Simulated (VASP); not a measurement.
# CaOs3 (I4/mmm) in VASP: a series of runs

CaOs3 is run at these levels: PBE; tasks: single point, relaxation of cell and atoms.

Everything below comes from runs of VASP 6.6.1. Logs are shortened: lines on timing, memory, paths and dates and some standing lists are left out, and cuts for length are marked.

**1. The cell of the first run**

The structure is tetragonal, space group I4/mmm (No. 139). The conventional cell has a = 4.095 Å, b = 4.095 Å, c = 7.718 Å, α = 90.00°, β = 90.00°, γ = 90.00°. Ca (site symmetry 4/mmm) has 12 Os at 2.81 to 2.90 Å within 3.7 Å. Os (site symmetry 4/mmm) has 8 Os at 2.81 Å and 4 Ca at 2.90 Å within 3.7 Å. Os (site symmetry -4m2) has 4 Ca at 2.81 Å and 8 Os at 2.81 to 2.90 Å within 3.7 Å.

**2. Single point, PBE**

File INCAR:

```
SYSTEM = CaOs3
ALGO = Fast
EDIFF = 1E-7
ENCUT = 520
GGA = PE
ISIF = 2
ISMEAR = 0
LASPH = .True.
LCHARG = .True.
LELF = .True.
LREAL = .False.
LVHAR = .True.
LWAVE = .False.
NBANDS = 25
NELM = 100
PREC = Accurate
SIGMA = 0.1
```

File KPOINTS:

```
k-points
0
Gamma
  6 6 6
  0 0 0
```

File POSCAR:

```
CaOs3
1.0
   -2.0475534397      2.0475534397      3.8590474176
    2.0475534397     -2.0475534397      3.8590474176
    2.0475534397      2.0475534397     -3.8590474176
Ca Os
1 3
Direct
    0.0000000000      0.0000000000      0.0000000000
    0.5000000000      0.5000000000      0.0000000000
    0.2500000000      0.7500000000      0.5000000000
    0.7500000000      0.2500000000      0.5000000000
```

Potentials or basis: VASP PAW PBE potentials, release 64 (Ca_sv, Os).

The run is started by

```sh
> cat potpaw_PBE.64/Ca_sv/POTCAR potpaw_PBE.64/Os/POTCAR > POTCAR
> mpirun -np 1 vasp_std > vasp.out
```

OUTCAR:

```text
SYSTEM = CaOs3
   EDIFF = 1E-7
   ENCUT = 520
   GGA = PE
   ISIF = 2
   ISMEAR = 0
   LASPH = .True.
   LREAL = .False.
   NELM = 100
   PREC = Accurate

 ion  position               nearest neighbor table
   1  0.000  0.000  0.000-   4 2.81   3 2.81   3 2.81   4 2.81   3 2.81   4 2.81   4 2.81   3 2.81
                             2 2.90   2 2.90   2 2.90   2 2.90
   2  0.500  0.500  0.000-   3 2.81   4 2.81   3 2.81   4 2.81   3 2.81   4 2.81   3 2.81   4 2.81
                             1 2.90   1 2.90   1 2.90   1 2.90
   3  0.250  0.750  0.500-   1 2.81   2 2.81   1 2.81   2 2.81   1 2.81   2 2.81   1 2.81   2 2.81
                             4 2.90   4 2.90   4 2.90   4 2.90
   4  0.750  0.250  0.500-   2 2.81   1 2.81   1 2.81   2 2.81   1 2.81   2 2.81   2 2.81   1 2.81
                             3 2.90   3 2.90   3 2.90   3 2.90

  LATTYP: Found a body centered tetragonal cell.
 ALAT       =     4.0951068794
 C/A-ratio  =     1.8847114526

  Lattice vectors:

 A1 = (  -2.0475534397,   2.0475534397,   3.8590474176)
 A2 = (   2.0475534397,  -2.0475534397,   3.8590474176)
 A3 = (   2.0475534397,   2.0475534397,  -3.8590474176)

Analysis of symmetry for initial positions (statically):
=====================================================================
 Subroutine PRICEL returns:
 Original cell was already a primitive cell.

 Routine SETGRP: Setting up the symmetry group for a
 body centered tetragonal supercell.

 Subroutine GETGRP returns: Found 16 space group operations
 (whereof 16 operations were pure point group operations)
 out of a pool of 16 trial point group operations.

The static configuration has the point symmetry D_4h.

Analysis of symmetry for dynamics (positions and initial velocities):
=====================================================================
 Subroutine PRICEL returns:
 Original cell was already a primitive cell.

 Routine SETGRP: Setting up the symmetry group for a
 body centered tetragonal supercell.

 Subroutine GETGRP returns: Found 16 space group operations
 (whereof 16 operations were pure point group operations)
 out of a pool of 16 trial point group operations.

The dynamic configuration has the point symmetry D_4h.

 Subroutine INISYM returns: Found 16 space group operations
 (whereof 16 operations are pure point group operations),
 and found     1 'primitive' translations

[... 97 lines left out ...]
   NELM   =    100;   NELMIN=  2; NELMDL= -5     # of ELM steps
   EDIFF  = 0.1E-06   stopping-criterion for ELM
   LREAL  =      F    real-space projection
   EDIFFG = 0.1E-05   stopping-criterion for IOM
   NSW    =      0    number of steps for IOM
   IBRION =     -1    ionic relax: 0-MD 1-quasi-New 2-CG
   NFREE  =      0    steps in history (QN), initial steepest desc. (CG)
   ISIF   =      2    stress and relaxation
   ISYM   =      2    0-nonsym 1-usesym 2-fastsym
   POTIM  = 0.5000    time-step for ionic-motion
   TEBEG  =    0.0;   TEEND  =   0.0 temperature during run
   PSTRESS=    0.0 pullay stress
   NELECT =      34.0000    total number of electrons
   NUPDOWN=      -1.0000    fix difference up-down
   EMIN   =  10.00;   EMAX   =-10.00  energy-range for DOS
   EFERMI =   0.00;   METHOD = LEGACY
   ISMEAR =     0;   SIGMA  =   0.10  broadening in eV -4-tet -1-fermi 0-gaus
   EFERMI_NEDOS =   21; number of points for ismear=-14 and -15
   IALGO  =     68    algorithm
   IMIX   =      4    mixing-type and parameters
     AMIX     =   0.40;   BMIX     =  1.00
     AMIX_MAG =   1.60;   BMIX_MAG =  1.00
  volume/ion in A,a.u.               =      16.18       109.18
  Fermi-wavevector in a.u.,A,eV,Ry     =   1.320984  2.496298 23.742154  1.744999
  Thomas-Fermi vector in A             =   2.450771
   LORBIT       =      0    0 simple, 1 ext, 2 COOP (PROOUT), +10 PAW based schemes
   GGA     = PE    functional components
   LHFCALC =     F    Hartree Fock is set to
   AEXX    =    0.0000 exact exchange contribution
   IVDW    =     0    specifies the selected vdW correction
   LEPSILON=     F    determine dielectric tensor
   LRPA    =     F    only Hartree local field effects (RPA)
 non-spin polarized calculation
 RMM-DIIS sequential band-by-band and
 Gauss-broadening in eV      SIGMA  =   0.10
  energy-cutoff  :      520.00
  volume of cell :       64.72
 maximum number of plane-waves:      1774
   NGX = 17   NGY = 17   NGZ = 17

 number of electron      33.9999999 magnetization

 Free energy of the ion-electron system (eV)
  ---------------------------------------------------
  ext. energy  EPLUGINS =         0.00000000
  ---------------------------------------------------
  free energy    TOTEN  =       -32.31683810 eV

  energy without entropy =      -32.29040381  energy(sigma->0) =      -32.30362096

 E-fermi :   6.8592     XC(G=0): -12.7462

 val. band max:        6.8345504584   @ k =   0.1667   0.1667   0.1667
 cond. band min:       6.8714897243   @ k =  -0.1667   0.3333   0.1667
 fundamental gap:      0.0369392659
 Fermi energy:         6.8591978047

 k-point     1 :       0.0000    0.0000    0.0000
  band No.  band energies     occupation
      1     -31.7721      2.00000
      2     -13.0895      2.00000
      3     -13.0185      2.00000
      4     -13.0185      2.00000
      5      -1.4029      2.00000
      6       1.6861      2.00000
[... 661 lines left out ...]
     24      12.9084      0.00000
     25      13.8645      0.00000

 [... further k-points ...]

------------------------ aborting loop because EDIFF is reached ----------------------------------------

  FORCE on cell =-STRESS in cart. coord.  units (eV):
  Direction    XX          YY          ZZ          XY          YZ          ZX
  --------------------------------------------------------------------------------------
  -------------------------------------------------------------------------------------
  Total        0.1446391      0.1446391      0.2544779      0.0000000      0.0000000     -0.0000000
  in kB        3.5808462      3.5808462      6.3001367      0.0000000      0.0000000     -0.0000000
  external PRESSURE =       4.4872764 kB  Pullay stress =       0.0000000 kB

 VOLUME and BASIS-vectors are now :
 -----------------------------------------------------------------------------
  energy-cutoff  :      520.00
  volume of cell :       64.72
      direct lattice vectors                 reciprocal lattice vectors
    -2.047553440  2.047553440  3.859047418     0.000000000  0.244193871  0.129565653
     2.047553440 -2.047553440  3.859047418     0.244193871  0.000000000  0.129565653
     2.047553440  2.047553440 -3.859047418     0.244193871  0.244193871  0.000000000

 POSITION                                       TOTAL-FORCE (eV/Angst)
 -----------------------------------------------------------------------------------
      0.00000      0.00000      0.00000        -0.000000     -0.000000     -0.000000
      0.00000      0.00000      3.85905        -0.000000     -0.000000     -0.000000
      2.04755     -0.00000      1.92952         0.000000      0.000000      0.000000
     -0.00000      2.04755      1.92952        -0.000000     -0.000000     -0.000000
 -----------------------------------------------------------------------------------
    total drift:                               -0.000000      0.000000      0.000000

  FREE ENERGIE OF THE ION-ELECTRON SYSTEM (eV)
  ---------------------------------------------------
  free  energy   TOTEN  =       -32.3168380982 eV

  energy  without entropy=      -32.2904038126  energy(sigma->0) =      -32.30362096
```

OSZICAR:

```text
N       E                     dE             d eps       ncg     rms          rms(c)
DAV:   1     0.271591494001E+03    0.27159E+03   -0.16351E+04  1500   0.134E+03
DAV:   2    -0.153715637772E+02   -0.28696E+03   -0.27303E+03  1541   0.429E+02
DAV:   3    -0.353983065921E+02   -0.20027E+02   -0.18309E+02  2133   0.868E+01
[... 13 lines left out ...]
RMM:  17    -0.323168373327E+02   -0.12800E-05   -0.17129E-05  2701   0.148E-02    0.357E-03
RMM:  18    -0.323168377257E+02   -0.39306E-06   -0.73317E-06  2509   0.950E-03    0.225E-03
RMM:  19    -0.323168380128E+02   -0.28704E-06   -0.31392E-06  1957   0.573E-03    0.614E-04
RMM:  20    -0.323168380834E+02   -0.70682E-07   -0.10102E-06  1776   0.387E-03    0.194E-04
RMM:  21    -0.323168380982E+02   -0.14730E-07   -0.38415E-07  1564   0.302E-03
   1 F= -.32316838E+02 E0= -.32303621E+02  d E =-.264343E-01
```

stdout:

```text
POSCAR found type information on POSCAR CaOs
[... 26 lines left out ...]
 num prob  num prob  num prob  num prob  num prob  num prob  num prob  num prob  num prob  num prob  num prob  num prob  num prob  num prob  num prob  num prob  num prob  num prob  num prob  num prob  num prob  num prob RMM:  21    -0.323168380982E+02   -0.14730E-07   -0.38415E-07  1564   0.302E-03
```

Wall time 3.7 min (1 thread of Oxide Virtual Turin-like, shared host); peak memory 0.2 GiB.

Results:

* Free energy: -32.3168 eV
* Pressure: 0.4 GPa
* Band gap on the k mesh: zero (bands 17 and 18 overlap by 1.24 eV)

Levels at points of the mesh, in eV from the Fermi level:
| k point | band 14 | band 15 | band 16 | band 17 | band 18 | band 19 | band 20 | band 21 |
| --- | --- | --- | --- | --- | --- | --- | --- | --- |
| (0.00, 0.00, 0.00) | -0.77 | -0.17 | -0.17 | -0.09 | 0.32 | 0.83 | 2.50 | 4.30 |
| (0.50, 0.00, 0.00) | -2.17 | -2.15 | -1.26 | -0.11 | -0.03 | 0.07 | 1.72 | 2.22 |
| (0.50, 0.50, 0.00) | -1.73 | -0.94 | -0.48 | 0.10 | 0.34 | 0.88 | 1.10 | 1.53 |
| (0.50, 0.50, 0.50) | -0.37 | -0.37 | 0.36 | 0.95 | 1.21 | 1.21 | 1.84 | 2.49 |

Caveat: spin-orbit coupling is left out, which moves the levels of the heavy elements.

**3. Single point, PBE**

This run uses another cell than the first one, of 17.11 Å³/atom.

File INCAR:

```
  PREC = Accurate
  ENCUT = 520
  EDIFF = 1E-6
  ISMEAR = 0
  SIGMA = 0.1
  LREAL = False
  LASPH = True
  NELM = 100
  ALGO = Normal
  ISIF = 2
  LWAVE = False
  LCHARG = False
  GGA = PE
  NBANDS = 25
```

File KPOINTS:

```
regular mesh
0
Gamma
  6 6 6
```

File POSCAR:

```
CaOs3
1.0
   -1.9712419957      1.9712419957      4.4032938087
    1.9712419957     -1.9712419957      4.4032938087
    1.9712419957      1.9712419957     -4.4032938087
Ca Os
1 3
Direct
    0.0000000000      0.0000000000      0.0000000000
    0.5000000000      0.5000000000      0.0000000000
    0.2500000000      0.7500000000      0.5000000000
    0.7500000000      0.2500000000      0.5000000000
```

Potentials or basis: VASP PAW PBE potentials, release 64 (Ca_sv, Os).

The run is started by

```sh
> cat potpaw_PBE.64/Ca_sv/POTCAR potpaw_PBE.64/Os/POTCAR > POTCAR
> mpirun -np 1 vasp_std > vasp.out
```

OUTCAR:

```text
PREC = Accurate
   ENCUT = 520
   EDIFF = 1E-6
   ISMEAR = 0
   LREAL = False
   LASPH = True
   NELM = 100
   ISIF = 2
   GGA = PE

 ion  position               nearest neighbor table
   1  0.000  0.000  0.000-   2 2.79   2 2.79   2 2.79   2 2.79   4 2.96   3 2.96   4 2.96   3 2.96
                             4 2.96   4 2.96   3 2.96   3 2.96
   2  0.500  0.500  0.000-   1 2.79   1 2.79   1 2.79   1 2.79   4 2.96   3 2.96   4 2.96   3 2.96
                             3 2.96   3 2.96   4 2.96   4 2.96
   3  0.250  0.750  0.500-   4 2.79   4 2.79   4 2.79   4 2.79   2 2.96   1 2.96   2 2.96   1 2.96
[... 878 lines left out ...]
  -------------------------------------------------------------------------------------
  Total       -2.2860739     -2.2860739     -6.0740057      0.0000000     -0.0000000      0.0000000
  in kB      -53.5159583    -53.5159583   -142.1897322      0.0000000     -0.0000000      0.0000000
  external PRESSURE =     -83.0738829 kB  Pullay stress =       0.0000000 kB

 VOLUME and BASIS-vectors are now :
 -----------------------------------------------------------------------------
  energy-cutoff  :      520.00
  volume of cell :       68.44
      direct lattice vectors                 reciprocal lattice vectors
    -1.971241996  1.971241996  4.403293809     0.000000000  0.253647194  0.113551360
     1.971241996 -1.971241996  4.403293809     0.253647194  0.000000000  0.113551360
     1.971241996  1.971241996 -4.403293809     0.253647194  0.253647194  0.000000000

 POSITION                                       TOTAL-FORCE (eV/Angst)
 -----------------------------------------------------------------------------------
      0.00000      0.00000      0.00000         0.000000      0.000000     -0.000000
      0.00000      0.00000      4.40329         0.000000      0.000000     -0.000000
      1.97124     -0.00000      2.20165        -0.000000      0.000000     -0.000000
     -0.00000      1.97124      2.20165         0.000000     -0.000000      0.000000
 -----------------------------------------------------------------------------------
    total drift:                               -0.000000     -0.000000      0.000000

  FREE ENERGIE OF THE ION-ELECTRON SYSTEM (eV)
  ---------------------------------------------------
  free  energy   TOTEN  =       -32.0158335503 eV

  energy  without entropy=      -31.9796930991  energy(sigma->0) =      -31.99776332
```

Run time: 3 min. Hardware: 1 thread of Oxide Virtual Turin-like, shared host; peak memory 0.22 GiB.

Results:

```yaml
Free_energy: -32.0158 eV
Pressure: -8.3 GPa
Band_gap_on_the_k_mesh: zero (bands 17 and 18 overlap by 1.49 eV)
```

Stress tensor (GPa, compression positive):
```
 -5.35   0.00   0.00
  0.00  -5.35   0.00
  0.00   0.00 -14.22
```

Levels at points of the mesh, in eV from the Fermi level:
```csv
k point,band 15,band 16,band 17,band 18,band 19,band 20
"(0.00, 0.00, 0.00)",-0.49,-0.31,0.19,0.19,1.46,2.08
"(0.50, 0.00, 0.00)",-1.68,-0.81,-0.39,-0.21,-0.03,1.36
"(0.50, 0.50, 0.00)",-0.65,-0.57,-0.22,0.48,0.67,1.18
"(0.50, 0.50, 0.50)",0.08,0.08,1.23,1.23,1.48,1.83
```

Caveat: the stress differs along the axes, from -14 to -5 GPa; spin-orbit coupling is left out, which moves the levels of the heavy elements.

**4. Relaxation of cell and atoms, PBE**

This run uses another cell than the first one, of 17.11 Å³/atom.

File INCAR:

```
PREC = Accurate
ENCUT = 600
EDIFF = 1E-6
ISMEAR = 0
SIGMA = 0.1
LREAL = False
LASPH = True
NELM = 60
ALGO = Normal
ISIF = 3
LWAVE = False
LCHARG = False
GGA = PE
IBRION = 2
NSW = 90
EDIFFG = -0.04
```

KPOINTS is that of step 3.

POSCAR is that of step 3.

The run is started by

```sh
> cat potpaw_PBE.64/Ca_sv/POTCAR potpaw_PBE.64/Os/POTCAR > POTCAR
> mpirun -np 1 vasp_std > vasp.out
```

Wall time 16 min (1 thread of Oxide Virtual Turin-like, shared host); peak memory 0.27 GiB.

The run converged. Its results:

* Free energy: -32.3195 eV
* Relaxed volume: 16.22 Å³/atom
* Relaxed cell: a = 4.835 Å, b = 4.835 Å, c = 4.835 Å, α = 129.92°, β = 129.92°, γ = 73.54°
* Space group after relaxing (to 0.1 Å): I4/mmm (No. 139)
* Energy gained by relaxing: 75.3 meV/atom
* Ionic steps: 8
* Pressure after relaxing: 0.0 GPa
* Band gap on the k mesh: zero (bands 17 and 18 overlap by 1.26 eV)

Step by step:
```
step  energy change (eV)  largest force (eV/Å)  pressure (GPa)  volume (Å³)
   1              0.0000                0.0000           -8.23        68.44
   2              0.1147                0.0000           20.54        60.05
   3             -0.1294                0.0000            1.95        64.72
   4             -0.2220                0.0000            1.09        64.79
   5             -0.3006                0.0000            0.81        64.64
   6             -0.3006                0.0000            0.85        64.62
   7             -0.2959                0.0000           -2.30        65.62
   8             -0.3013                0.0000            0.00        64.88
```

Final structure:
```xyz
4
Lattice="-2.0465 2.0465 3.8730 2.0465 -2.0465 3.8730 2.0465 2.0465 -3.8730" Properties=species:S:1:pos:R:3 pbc="T T T"
Ca    0.0000    0.0000    0.0000
Os    0.0000    0.0000    3.8730
Os    2.0465    0.0000    1.9365
Os    0.0000    2.0465    1.9365
```

Levels at points of the mesh, in eV from the Fermi level:
| k point | band 14 | band 15 | band 16 | band 17 | band 18 | band 19 | band 20 | band 21 |
| --- | --- | --- | --- | --- | --- | --- | --- | --- |
| (0.00, 0.00, 0.00) | -0.78 | -0.16 | -0.16 | -0.10 | 0.31 | 0.85 | 2.52 | 4.24 |
| (0.50, 0.00, 0.00) | -2.17 | -2.14 | -1.24 | -0.11 | -0.03 | 0.06 | 1.72 | 2.22 |
| (0.50, 0.50, 0.00) | -1.75 | -0.92 | -0.48 | 0.12 | 0.33 | 0.88 | 1.11 | 1.61 |
| (0.50, 0.50, 0.50) | -0.35 | -0.35 | 0.34 | 0.97 | 1.21 | 1.21 | 1.85 | 2.51 |

Caveat: spin-orbit coupling is left out, which moves the levels of the heavy elements.

**5. Single point, PBE**

File INCAR:

```
ALGO     = Fast           # electronic algorithm
EDIFF    = 1E-7           # SCF threshold, eV
ENCUT    = 520            # plane-wave cutoff, eV
GGA      = PE             # functional
ISIF     = 2              # what is computed and relaxed
ISMEAR   = 0              # smearing method
LASPH    = True           # aspherical terms in the spheres
LCHARG   = True           # write CHGCAR
LELF     = True           # ELF
LREAL    = False          # projectors in reciprocal space
LVHAR    = True         
LWAVE    = False          # write WAVECAR
NBANDS   = 25             # bands
NELM     = 80             # most SCF steps
PREC     = Accurate       # precision mode
SIGMA    = 0.1            # smearing width, eV
```

File KPOINTS:

```
k-points
0
Gamma
  16 16 16
```

File POSCAR:

```
CaOs3
1.0
   -2.0586396931      2.0586396931      3.8214991184
    2.0586396931     -2.0586396931      3.8214991184
    2.0586396931      2.0586396931     -3.8214991184
Ca Os
1 3
Direct
    0.0000000000      0.0000000000      0.0000000000
    0.5000000000      0.5000000000      0.0000000000
    0.2500000000      0.7500000000      0.5000000000
    0.7500000000      0.2500000000      0.5000000000
```

The run is started by

```sh
> cat potpaw_PBE.64/Ca_sv/POTCAR potpaw_PBE.64/Os/POTCAR > POTCAR
> mpirun -np 1 vasp_std > vasp.out
```

It took 30 min on 1 thread of Oxide Virtual Turin-like, shared host; peak memory 0.59 GiB.

It converged, with:

```yaml
Free_energy: -32.3104 eV
Pressure: 0.2 GPa
Band_gap_on_the_k_mesh: zero (bands 17 and 18 overlap by 1.13 eV)
```

Stress tensor (GPa, compression positive):
```
0.17 0.00 0.00
0.00 0.17 0.00
0.00 0.00 0.29
```

Levels at points of the mesh, in eV from the Fermi level:
```csv
k point,band 14,band 15,band 16,band 17,band 18,band 19,band 20,band 21
"(0.00, 0.00, 0.00)",-0.72,-0.22,-0.22,-0.06,0.36,0.74,2.40,4.48
"(0.50, 0.00, 0.00)",-2.17,-2.16,-1.31,-0.11,0.00,0.09,1.71,2.20
"(0.50, 0.50, 0.00)",-1.65,-0.98,-0.47,0.05,0.40,0.89,1.06,1.47
"(0.50, 0.50, 0.50)",-0.43,-0.43,0.44,0.87,1.16,1.16,1.76,2.39
```

Caveat: spin-orbit coupling is left out, which moves the levels of the heavy elements.

**6. The runs side by side**

```csv
task,cell,k mesh,cutoff (eV),gap on the mesh (eV),pressure (GPa)
single point,"a = 4.825 Å, angles 129.8, 129.8, 73.8°, 4 atoms",6 × 6 × 6,520,none,0.4
single point,"a = 5.212 Å, angles 135.6, 135.6, 64.7°, 4 atoms",6 × 6 × 6,520,none,-8.3
relaxation of cell and atoms,"relaxed from a = 5.212 Å, angles 135.6, 135.6, 64.7°, 4 atoms",6 × 6 × 6,600,none,0.0
single point,"a = 4.804 Å, angles 129.3, 129.3, 74.6°, 4 atoms",16 × 16 × 16,520,none,0.2
```

Alike in all rows: level PBE; potentials or basis VASP PAW PBE potentials, release 64 (Ca_sv, Os); no spin polarisation; smearing gaussian 0.1 eV.

Caveats: spin-orbit coupling is left out, which moves the levels of the heavy elements; the stress differs along the axes, from -14 to -5 GPa (at least some runs).

Total energies depend on the potentials used, so only differences within one code and one set of settings carry meaning.

The gap in the log of VASP goes by the Fermi energy; the results here count the filled bands.